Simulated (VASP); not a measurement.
Wanted: the native input for a VASP 6.6.1 run.

- Task: single point
- Functional: PBE
- Potentials or basis: VASP PAW PBE potentials, release 64 (W_sv)
- Cutoff: 520 eV
- k mesh: 18 × 18 × 18
- Occupations: gaussian, width 0.1 eV
- Spin: no spin polarisation
- Dipole correction: no
- Further INCAR settings: ALGO = Fast; EDIFF = 1e-07; NBANDS = 13

The structure of W lies in POSCAR:

```
W
1.0
    0.0000000000      2.0948382000      2.0948382000
    2.0948382000      0.0000000000      2.0948382000
    2.0948382000      2.0948382000      0.0000000000
W
1
Direct
    0.0000000000      0.0000000000      0.0000000000
```

This cell differs from its parent crystal: strained.

These files were run (other wordings do the same):

INCAR

```
ALGO     = Fast           # electronic algorithm
EDIFF    = 1E-7           # SCF threshold, eV
ENCUT    = 520            # plane-wave cutoff, eV
GGA      = PE             # functional
ISIF     = 2              # what is computed and relaxed
ISMEAR   = 0              # smearing method
LASPH    = T              # aspherical terms in the spheres
LCHARG   = F              # write CHGCAR
LREAL    = F              # projectors in reciprocal space
LWAVE    = F              # write WAVECAR
NBANDS   = 13             # bands
NELM     = 80             # most SCF steps
PREC     = Accurate       # precision mode
SIGMA    = 0.1            # smearing width, eV
```

KPOINTS

```
k-points
0
Gamma
  18 18 18
```

Potentials or basis: VASP PAW PBE potentials, release 64 (W_sv).

Command:

```bash
$ cat potpaw_PBE.64/W_sv/POTCAR > POTCAR
$ mpirun -np 1 vasp_std > vasp.out
```

Results of the run:

```json
{
 "Pressure": "-25.0 GPa",
 "Band gap on the k mesh": "zero (band 7 reaches 11.50 eV, above the bottom of band 8 at 8.54 eV)"
}
```

Caveat: the cell differs from its parent crystal (strained); spin-orbit coupling is left out, which moves the levels of the heavy elements.

It took 43 s on 1 thread of Intel(R) Xeon(R) Platinum 8488C (Sapphire Rapids), with other jobs on the host, peak memory 0.17 GiB.
